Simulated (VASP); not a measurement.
# TaN in VASP: a series of runs

The runs below take TaN through single point, with LDA.

Program: VASP 6.6.1. These are calculated values, not measurements. Logs are shortened: lines on timing, memory, paths and dates and some standing lists are left out, and cuts for length are marked.

## Step 1: The cell of the first run

Symmetry: Imm2, No. 44, orthorhombic system. Conventional cell: a = 3.074 Å, b = 4.348 Å, c = 3.074 Å, α = 90.00°, β = 90.00°, γ = 90.00°. Ta (site symmetry mm2) has 6 N at 2.11 to 2.24 Å within 2.8 Å. N (site symmetry mm2) has 6 Ta at 2.11 to 2.24 Å within 2.8 Å.

## Step 2: Single point, LDA (mode 4 frozen in at -0.061 Å and mode 6 at -0.061 Å (largest displacements))

File INCAR:

```
SYSTEM = TaN
  PREC = Accurate
  ENCUT = 520
  EDIFF = 1E-6
  ISMEAR = 0
  SIGMA = 0.15
  LREAL = .FALSE.
  LASPH = .TRUE.
  NELM = 60
  ALGO = Normal
  ISIF = 2
  LWAVE = .FALSE.
  LCHARG = .FALSE.
  NBANDS = 15
```

File KPOINTS:

```
Automatic mesh
0
G
  18 18 18
  0 0 0
```

File POSCAR:

```
TaN
1.0
    0.0000000000      2.1738356505      2.1738356505
    2.1738356505      0.0000000000      2.1738356505
    2.1738356505      2.1738356505      0.0000000000
Ta N
1 1
Direct
    0.5000000000      0.5021721747      0.5000000000
    0.0000000000     -0.0280609990      0.0000000000
```

Potentials or basis: VASP PAW LDA potentials, release 64 (Ta_pv, N).

Run with:

```console
$ cat potpaw_LDA.64/Ta_pv/POTCAR potpaw_LDA.64/N/POTCAR > POTCAR
$ mpirun -np 1 vasp_std > vasp.out
```

OUTCAR:

```text
SYSTEM = TaN
   PREC = Accurate
   ENCUT = 520
   EDIFF = 1E-6
   ISMEAR = 0
   LREAL = .FALSE.
   LASPH = .TRUE.
   NELM = 60
   ISIF = 2

 ion  position               nearest neighbor table
   1  0.500  0.502  0.500-   2 2.11   2 2.11   2 2.18   2 2.18   2 2.24   2 2.24
   2  0.000  0.972  0.000-   1 2.11   1 2.11   1 2.18   1 2.18   1 2.24   1 2.24

  LATTYP: Found a face centered cubic cell.
 ALAT       =     4.3476713010

  Lattice vectors:

 A1 = (   0.0000000000,   2.1738356505,   2.1738356505)
 A2 = (   2.1738356505,   0.0000000000,   2.1738356505)
 A3 = (   2.1738356505,   2.1738356505,   0.0000000000)

Analysis of symmetry for initial positions (statically):
=====================================================================
 Subroutine PRICEL returns:
 Original cell was already a primitive cell.

 Routine SETGRP: Setting up the symmetry group for a
 face centered cubic supercell.

 Subroutine GETGRP returns: Found  4 space group operations
 (whereof  4 operations were pure point group operations)
 out of a pool of 48 trial point group operations.

The static configuration has the point symmetry C_2v.

Analysis of symmetry for dynamics (positions and initial velocities):
=====================================================================
 Subroutine PRICEL returns:
 Original cell was already a primitive cell.

 Routine SETGRP: Setting up the symmetry group for a
 face centered cubic supercell.

 Subroutine GETGRP returns: Found  4 space group operations
 (whereof  4 operations were pure point group operations)
 out of a pool of 48 trial point group operations.

The dynamic configuration has the point symmetry C_2v.

 Subroutine INISYM returns: Found  4 space group operations
 (whereof  4 operations are pure point group operations),
 and found     1 'primitive' translations

----------------------------------------------------------------------------------------

                                     Primitive cell

  volume of cell :      20.5452

  direct lattice vectors                    reciprocal lattice vectors
     0.000000000  2.173835651  2.173835651    -0.230008188  0.230008188  0.230008188
     2.173835651  0.000000000  2.173835651     0.230008188 -0.230008188  0.230008188
     2.173835651  2.173835651  0.000000000     0.230008188  0.230008188 -0.230008188

  length of vectors
     3.074267859  3.074267859  3.074267859     0.398385869  0.398385869  0.398385869

  position of ions in fractional coordinates (direct lattice)
     0.500000000  0.502172175  0.500000000
     0.000000000  0.971939001  0.000000000

  ion indices of the primitive-cell ions
   primitive index   ion index
                 1           1
                 2           2

----------------------------------------------------------------------------------------

 KPOINTS: Automatic mesh

Automatic generation of k-mesh.
 Grid dimensions read from file:
 generate k-points for:   18   18   18

 Generating k-lattice:

  Cartesian coordinates                     Fractional coordinates (reciprocal lattice)
    -0.012778233  0.012778233  0.012778233     0.055555556  0.000000000  0.000000000
     0.012778233 -0.012778233  0.012778233     0.000000000  0.055555556  0.000000000
     0.012778233  0.012778233 -0.012778233     0.000000000  0.000000000  0.055555556

  Length of vectors
     0.022132548  0.022132548  0.022132548

  Shift w.r.t. Gamma in fractional coordinates (k-lattice)
     0.000000000  0.000000000  0.000000000

 Subroutine IBZKPT returns following result:
 ===========================================

 Found    865 irreducible k-points:

 Following reciprocal coordinates:
            Coordinates               Weight
  0.000000  0.000000  0.000000      1.000000
  0.055556  0.000000  0.000000      4.000000
  0.000000  0.055556  0.000000      4.000000
  0.111111  0.000000  0.000000      4.000000
  0.000000  0.111111  0.000000      4.000000
  0.166667  0.000000  0.000000      4.000000
[... 16 lines left out ...]
  0.000000  0.111111  0.055556      8.000000
  0.055556  0.000000  0.111111      4.000000
 [... further k-points ...]
   k-points           NKPTS =    865   k-points in BZ     NKDIM =    865   number of bands    NBANDS=     15
   number of dos      NEDOS =    301   number of ions     NIONS =      2
   total plane-waves  NPLWV =  13824
   dimension x,y,z NGX =    24 NGY =   24 NGZ =   24
   dimension x,y,z NGXF=    48 NGYF=   48 NGZF=   48
   ions per type =               1   1
   NGX,Y,Z   is equivalent  to a cutoff of  12.98, 12.98, 12.98 a.u.
   NGXF,Y,Z  is equivalent  to a cutoff of  25.96, 25.96, 25.96 a.u.
 SYSTEM =  TaN
   PREC   = accura    normal or accurate (medium, high low for compatibility)
   ISTART =      0    job   : 0-new  1-cont  2-samecut
   ICHARG =      2    charge: 1-file 2-atom 10-const
   ISPIN  =      1    spin polarized calculation?
   LNONCOLLINEAR =      F non collinear calculations
   LSORBIT =      F    spin-orbit coupling
   LASPH  =      T    aspherical Exc in radial PAW
   ENCUT  =  520.0 eV  38.22 Ry    6.18 a.u.   5.72  5.72  5.72*2*pi/ulx,y,z
   NELM   =     60;   NELMIN=  2; NELMDL= -5     # of ELM steps
   EDIFF  = 0.1E-05   stopping-criterion for ELM
   LREAL  =      F    real-space projection
   EDIFFG = 0.1E-04   stopping-criterion for IOM
   NSW    =      0    number of steps for IOM
   IBRION =     -1    ionic relax: 0-MD 1-quasi-New 2-CG
   NFREE  =      0    steps in history (QN), initial steepest desc. (CG)
   ISIF   =      2    stress and relaxation
   ISYM   =      2    0-nonsym 1-usesym 2-fastsym
   POTIM  = 0.5000    time-step for ionic-motion
   TEBEG  =    0.0;   TEEND  =   0.0 temperature during run
   PSTRESS=    0.0 pullay stress
   NELECT =      16.0000    total number of electrons
   NUPDOWN=      -1.0000    fix difference up-down
   EMIN   =  10.00;   EMAX   =-10.00  energy-range for DOS
   EFERMI =   0.00;   METHOD = LEGACY
   ISMEAR =     0;   SIGMA  =   0.15  broadening in eV -4-tet -1-fermi 0-gaus
   EFERMI_NEDOS =   21; number of points for ismear=-14 and -15
   IALGO  =     38    algorithm
   IMIX   =      4    mixing-type and parameters
     AMIX     =   0.40;   BMIX     =  1.00
     AMIX_MAG =   1.60;   BMIX_MAG =  1.00
  volume/ion in A,a.u.               =      10.27        69.32
  Fermi-wavevector in a.u.,A,eV,Ry     =   1.506184  2.846276 30.866057  2.268591
  Thomas-Fermi vector in A             =   2.616935
   LORBIT       =      0    0 simple, 1 ext, 2 COOP (PROOUT), +10 PAW based schemes
   GGA     = CA    functional components
   LHFCALC =     F    Hartree Fock is set to
   AEXX    =    0.0000 exact exchange contribution
   IVDW    =     0    specifies the selected vdW correction
   LEPSILON=     F    determine dielectric tensor
   LRPA    =     F    only Hartree local field effects (RPA)
 non-spin polarized calculation
 Gauss-broadening in eV      SIGMA  =   0.15
  energy-cutoff  :      520.00
  volume of cell :       20.55
 maximum number of plane-waves:       568
   NGX = 11   NGY = 11   NGZ = 11

 number of electron      16.0000000 magnetization

 Free energy of the ion-electron system (eV)
  ---------------------------------------------------
  ext. energy  EPLUGINS =         0.00000000
  ---------------------------------------------------
  free energy    TOTEN  =       -24.11486087 eV

  energy without entropy =      -24.10604874  energy(sigma->0) =      -24.11045481

 E-fermi :   9.7788     XC(G=0): -13.8449

 val. band max:        9.7717368895   @ k =   0.0556   0.0000   0.2778
 cond. band min:       9.7796743438   @ k =   0.0556   0.3889  -0.1111
 fundamental gap:      0.0079374542
 Fermi energy:         9.7787950044

 k-point     1 :       0.0000    0.0000    0.0000
  band No.  band energies     occupation
      1     -25.6872      2.00000
      2     -25.6847      2.00000
      3     -25.6822      2.00000
      4      -9.0913      2.00000
      5       5.6381      2.00000
      6       5.6751      2.00000
      7       5.7606      2.00000
      8       7.5669      2.00000
      9       7.8433      2.00000
     10       7.8630      2.00000
     11       9.8930      0.28165
     12      10.0309      0.01746
     13      11.8045      0.00000
     14      19.2669      0.00000
     15      21.2961      0.00000

 k-point     2 :       0.0556    0.0000    0.0000
  band No.  band energies     occupation
      1     -25.7191      2.00000
      2     -25.6872      2.00000
      3     -25.6865      2.00000
      4      -9.0088      2.00000
      5       5.1228      2.00000
      6       5.4624      2.00000
      7       5.7071      2.00000
      8       7.6241      2.00000
      9       7.8423      2.00000
     10       8.0143      2.00000
     11      10.2371      0.00002
     12      10.3854      0.00000
     13      12.0277      0.00000
     14      19.5111      0.00000
     15      21.2961      0.00000

 k-point     3 :       0.0000    0.0556    0.0000
  band No.  band energies     occupation
      1     -25.7168      2.00000
      2     -25.6901      2.00000
      3     -25.6857      2.00000
      4      -9.0092      2.00000
      5       5.1982      2.00000
      6       5.4930      2.00000
      7       5.5458      2.00000
      8       7.6917      2.00000
      9       7.8528      2.00000
     10       8.0210      2.00000
     11      10.2437      0.00001
     12      10.3470      0.00000
     13      12.0303      0.00000
     14      19.5121      0.00000
     15      21.2961      0.00000

 k-point     4 :       0.1111    0.0000    0.0000
  band No.  band energies     occupation
      1     -25.8125      2.00000
      2     -25.6955      2.00000
      3     -25.6951      2.00000
      4      -8.7689      2.00000
      5       4.3016      2.00000
      6       4.8993      2.00000
      7       5.1696      2.00000
      8       7.8433      2.00000
      9       8.0570      2.00000
     10       8.2726      2.00000
     11      11.0795      0.00000
     12      11.2237      0.00000
     13      12.6181      0.00000
     14      20.2018      0.00000
     15      21.2959      0.00000
[... 307 lines left out ...]
 k-point    22 :       0.1111    0.0556    0.0000
  band No.  band energies     occupation
      1     -25.7876      2.00000
      2     -25.7065      2.00000
      3     -25.6977      2.00000
      4      -8.7989      2.00000
      5       4.2396      2.00000
      6       5.1040      2.00000
      7       5.3233      2.00000
      8       7.4319      2.00000
      9       8.3189      2.00000
     10       8.4943      2.00000
     11      10.3988      0.00000
     12      11.2451      0.00000
     13      12.7966      0.00000
     14      20.1317      0.00000
     15      21.2959      0.00000

 k-point    23 :       0.0000    0.1111    0.0556
  band No.  band energies     occupation
      1     -25.7850      2.00000
      2     -25.7070      2.00000
      3     -25.6993      2.00000
      4      -8.8001      2.00000
      5       4.2833      2.00000
      6       5.0594      2.00000
      7       5.2552      2.00000
      8       7.4744      2.00000
      9       8.4236      2.00000
     10       8.4655      2.00000
     11      10.3868      0.00000
     12      11.2061      0.00000
     13      12.7997      0.00000
     14      20.1342      0.00000
     15      21.2959      0.00000

 k-point    24 :       0.0556    0.0000    0.1111
  band No.  band energies     occupation
      1     -25.7850      2.00000
      2     -25.7067      2.00000
      3     -25.6997      2.00000
      4      -8.8002      2.00000
      5       4.2314      2.00000
      6       5.0452      2.00000
      7       5.4031      2.00000
      8       7.4863      2.00000
      9       8.2994      2.00000
     10       8.3885      2.00000
     11      10.5139      0.00000
     12      11.2032      0.00000
     13      12.7802      0.00000
     14      20.1324      0.00000
     15      21.2959      0.00000

 [... further k-points ...]

------------------------ aborting loop because EDIFF is reached ----------------------------------------

  FORCE on cell =-STRESS in cart. coord.  units (eV):
  Direction    XX          YY          ZZ          XY          YZ          ZX
  --------------------------------------------------------------------------------------
  -------------------------------------------------------------------------------------
  Total        0.5949771      0.2832838      0.5949771      0.0000000     -0.0000000     -0.0795789
  in kB       46.3981524     22.0913511     46.3981524      0.0000000     -0.0000000     -6.2058078
  external PRESSURE =      38.2958853 kB  Pullay stress =       0.0000000 kB

 VOLUME and BASIS-vectors are now :
 -----------------------------------------------------------------------------
  energy-cutoff  :      520.00
  volume of cell :       20.55
      direct lattice vectors                 reciprocal lattice vectors
     0.000000000  2.173835651  2.173835651    -0.230008188  0.230008188  0.230008188
     2.173835651  0.000000000  2.173835651     0.230008188 -0.230008188  0.230008188
     2.173835651  2.173835651  0.000000000     0.230008188  0.230008188 -0.230008188

 POSITION                                       TOTAL-FORCE (eV/Angst)
 -----------------------------------------------------------------------------------
      2.17856      2.17384      2.17856        -0.608223      0.000000     -0.608223
      2.11284      0.00000      2.11284         0.608223      0.000000      0.608223
 -----------------------------------------------------------------------------------
    total drift:                                0.000033     -0.000000      0.000033

  FREE ENERGIE OF THE ION-ELECTRON SYSTEM (eV)
  ---------------------------------------------------
  free  energy   TOTEN  =       -24.1148608739 eV

  energy  without entropy=      -24.1060487378  energy(sigma->0) =      -24.11045481
```

It took 1.9 min on 1 thread of AMD EPYC 9R45 (Zen 5), shared host; peak memory 0.33 GiB.

Results:

* Free energy: -24.1149 eV
* Pressure: 3.8 GPa
* Largest force: 0.860 eV/Å
* Band gap on the k mesh: zero (band 8 reaches 11.77 eV, above the bottom of band 9 at 7.84 eV)

Forces on the atoms (eV/Å):
```
Ta  -0.608  0.000 -0.608
N    0.608  0.000  0.608
```

Levels at points of the mesh, in eV from the Fermi level:
```
           k point  band 5  band 6  band 7  band 8  band 9  band 10  band 11  band 12
(0.00, 0.00, 0.00)   -4.14   -4.10   -4.02   -2.21   -1.94    -1.92     0.11     0.25
(0.50, 0.00, 0.00)  -10.59   -7.78   -7.74    1.96    1.97     2.12     3.96     7.73
(0.00, 0.50, 0.00)  -10.58   -7.82   -7.80    1.99    2.00     2.14     4.09     7.85
(0.50, 0.50, 0.00)   -6.57   -5.92   -4.65   -4.39    2.23     3.75     3.75     4.91
(0.50, 0.00, 0.50)   -6.59   -6.08   -4.68   -4.19    2.26     3.75     3.75     4.95
```

Caveat: the cell differs from its parent crystal (mode 4 frozen in at -0.061 Å and mode 6 at -0.061 Å (largest displacements)); spin-orbit coupling is left out, which moves the levels of the heavy elements.

## Step 3: Single point, LDA (mode 4 frozen in at -0.061 Å and mode 6 at +0.000 Å (largest displacements))

File INCAR:

```
SYSTEM = TaN
PREC = Accurate ; ENCUT = 600
EDIFF = 1E-6 ; ISMEAR = 0
SIGMA = 0.15 ; LREAL = .False.
LASPH = .True. ; NELM = 120
ALGO = Normal ; ISIF = 2
LWAVE = .False. ; LCHARG = .True.
LELF = .True. ; LVHAR = .True.
NBANDS = 16 ; GGA_COMPAT = .False.
```

File KPOINTS:

```
regular mesh
0
Gamma
  18 18 18
  0 0 0
```

File POSCAR:

```
TaN
1.0
    0.0000000000      2.1738356505      2.1738356505
    2.1738356505      0.0000000000      2.1738356505
    2.1738356505      2.1738356505      0.0000000000
Ta N
1 1
Direct
    0.4989139126      0.5010860874      0.5010860874
    0.0140304995     -0.0140304995     -0.0140304995
```

Potentials or basis: VASP PAW LDA potentials, release 64 (Ta_sv_GW, N).

Run with:

```console
$ cat potpaw_LDA.64/Ta_sv_GW/POTCAR potpaw_LDA.64/N/POTCAR > POTCAR
$ mpirun -np 1 vasp_std > vasp.out
```

Run time: 3.4 min. Hardware: 1 thread of Intel Xeon Platinum 8375C at 2.90GHz (Ice Lake), shared host; peak memory 0.33 GiB.

Results (log left out):

```
Free energy            : -26.6544 eV
Pressure               : 2.2 GPa
Largest force          : 0.599 eV/Å
Band gap on the k mesh : zero (band 9 reaches 15.99 eV, above the bottom of band 10 at 11.95 eV)
```

Forces in eV/Å, atoms in the order of the input:
```
Ta  -0.599  0.000  0.000
N    0.599  0.000  0.000
```

Stress tensor (GPa, compression positive):
```
3.79 0.00 0.00
0.00 1.37 0.00
0.00 0.00 1.37
```

Levels at points of the mesh, in eV from the Fermi level:
```
           k point  band 7  band 8  band 9  band 10  band 11  band 12
(0.00, 0.00, 0.00)   -4.00   -3.97   -2.21    -2.07    -2.07     0.03
(0.50, 0.00, 0.00)   -7.81   -7.80    1.97     2.01     2.10     4.01
(0.50, 0.50, 0.00)   -5.92   -4.65   -4.39     2.22     3.74     3.75
(0.00, 0.50, 0.50)   -5.70   -4.64   -4.64     2.19     3.74     3.74
```

Caveat: the cell differs from its parent crystal (mode 4 frozen in at -0.061 Å and mode 6 at +0.000 Å (largest displacements)); spin-orbit coupling is left out, which moves the levels of the heavy elements.

## Step 4: Single point, LDA (mode 4 frozen in at -0.061 Å and mode 6 at -0.061 Å (largest displacements))

File INCAR:

```
SYSTEM = TaN
  PREC = Accurate
  ENCUT = 600
  EDIFF = 1E-6
  ISMEAR = 0
  SIGMA = 0.15
  LREAL = .FALSE.
  LASPH = .TRUE.
  NELM = 120
  ALGO = Normal
  ISIF = 2
  LWAVE = .FALSE.
  LCHARG = .FALSE.
  NBANDS = 16
  GGA_COMPAT = .FALSE.
```

File KPOINTS:

```
Automatic mesh
0
G
  18 18 18
  0 0 0
```

File POSCAR:

```
TaN
1.0
    0.0000000000      2.1738356505      2.1738356505
    2.1738356505      0.0000000000      2.1738356505
    2.1738356505      2.1738356505      0.0000000000
Ta N
1 1
Direct
    0.5000000000      0.5021721747      0.5000000000
    0.0000000000     -0.0280609990      0.0000000000
```

Run with:

```console
$ cat potpaw_LDA.64/Ta_sv_GW/POTCAR potpaw_LDA.64/N/POTCAR > POTCAR
$ mpirun -np 1 vasp_std > vasp.out
```

Run time: 2.8 min. Hardware: 1 thread of Intel Xeon 6975P-C (Granite Rapids), shared host; peak memory 0.47 GiB.

The run converged. Its results:

```yaml
Free_energy: -26.6349 eV
Pressure: 3.0 GPa
Largest_force: 0.861 eV/Å
Band_gap_on_the_k_mesh: zero (band 9 reaches 16.00 eV, above the bottom of band 10 at 12.08 eV)
```

Forces in eV/Å, atoms in the order of the input:
```
Ta  -0.609  0.000 -0.609
N    0.609  0.000  0.609
```

Stress tensor (GPa, compression positive):
```
 3.78  0.00 -0.62
 0.00  1.37  0.00
-0.62  0.00  3.78
```

Levels at points of the mesh, in eV from the Fermi level:
```
           k point  band 5  band 6  band 7  band 8  band 9  band 10  band 11  band 12  band 13  band 14
(0.00, 0.00, 0.00)  -18.85   -4.14   -4.10   -4.01   -2.21    -1.93    -1.91     0.12     0.26     2.01
(0.50, 0.00, 0.00)  -15.55  -10.58   -7.78   -7.74    1.96     1.98     2.12     3.93     7.73     7.93
(0.00, 0.50, 0.00)  -15.56  -10.57   -7.82   -7.79    2.00     2.00     2.14     4.06     7.85     7.94
(0.50, 0.50, 0.00)  -17.58   -6.56   -5.91   -4.64   -4.38     2.24     3.76     3.76     4.92     6.97
(0.50, 0.00, 0.50)  -17.58   -6.58   -6.07   -4.67   -4.18     2.27     3.76     3.76     4.95     7.19
```

Caveat: the cell differs from its parent crystal (mode 4 frozen in at -0.061 Å and mode 6 at -0.061 Å (largest displacements)); spin-orbit coupling is left out, which moves the levels of the heavy elements.
